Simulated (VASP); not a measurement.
Input of a VASP 6.6.1 run:

INCAR

```
ALGO = Normal
EDIFF = 1E-7
ENCUT = 520
GGA = PS
ISIF = 2
ISMEAR = -1
LASPH = T
LCHARG = F
LREAL = F
LWAVE = F
NBANDS = 11
NELM = 80
PREC = Accurate
SIGMA = 0.08
```

Contents of KPOINTS:

```
k-points
0
Gamma
  13 13 13
```

File POSCAR:

```
Ca
1.0
   -2.1484068584      2.1484068584      2.1484068584
    2.1484068584     -2.1484068584      2.1484068584
    2.1484068584      2.1484068584     -2.1484068584
Ca
1
Direct
    0.0000000000      0.0000000000      0.0000000000
```

Potentials or basis: VASP PAW PBE potentials, release 64 (Ca_sv).

Run with:

```bash
$ cat potpaw_PBE.64/Ca_sv/POTCAR > POTCAR
$ mpirun -np 1 vasp_std > vasp.out
```

(1) Predict the pressure.

(2) Estimate the band gap on the k mesh.

Results:

(1) 0.4 GPa.

(2) zero (band 5 reaches 2.40 eV, above the bottom of band 6 at 2.19 eV).

Caveat: the PAW data sets were made with another functional, which shifts forces and pressure a little.
